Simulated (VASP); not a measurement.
Wanted: the native input for a VASP 6.6.1 run.

* Task: single point
* Functional: PBE
* Potentials or basis: VASP PAW PBE potentials, release 64 (Al, Ga_d, P)
* Cutoff: 500 eV
* k mesh: 10 × 10 × 10
* Occupations: gaussian, width 0.02 eV
* Spin: no spin polarisation
* Dipole correction: no
* Further INCAR settings: ALGO = Normal; EDIFF = 1e-06; NBANDS = 46

The structure of Al2Ga3P5 lies in POSCAR:

```
Al2Ga3P5
1.0
   -1.9470194556      1.9470194556     13.7670424174
    1.9470194556     -1.9470194556     13.7670424174
    1.9470194556      1.9470194556    -13.7670424174
Al Ga P
2 3 5
Direct
    0.7999981338      0.7999981338      0.0000000000
    0.2000018662      0.2000018662      0.0000000000
    0.5999854754      0.5999854754      0.0000000000
    0.0000000000      0.0000000000      0.0000000000
    0.4000145246      0.4000145246      0.0000000000
    0.9500202612      0.4500202612      0.5000000000
    0.3497929885      0.8497929885      0.5000000000
    0.7500000000      0.2500000000      0.5000000000
    0.1502070115      0.6502070115      0.5000000000
    0.5499797388      0.0499797388      0.5000000000
```

These files were run (other wordings do the same):

INCAR

```
  PREC = Accurate
  ENCUT = 500
  EDIFF = 1E-6
  ISMEAR = 0
  SIGMA = 0.02
  LREAL = False
  LASPH = True
  NELM = 120
  ALGO = Normal
  ISIF = 2
  LWAVE = False
  LCHARG = True
  GGA = PE
  LELF = True
  LVHAR = True
  NBANDS = 46
  GGA_COMPAT = False
```

KPOINTS

```
regular mesh
0
Gamma
  10 10 10
```

Potentials or basis: VASP PAW PBE potentials, release 64 (Al, Ga_d, P).

Launch:

```bash
$ cat potpaw_PBE.64/Al/POTCAR potpaw_PBE.64/Ga_d/POTCAR potpaw_PBE.64/P/POTCAR > POTCAR
$ mpirun -np 1 vasp_std > vasp.out
```

It gave:

```json
{
  "Pressure": "0.0 GPa",
  "Largest force": "0.004 eV/Å",
  "Band gap on the k mesh": "1.57 eV"
}
```

It took 2 h on 1 thread of Intel(R) Xeon(R) 6975P-C (Granite Rapids), with other jobs on the host, peak memory 2.4 GiB.
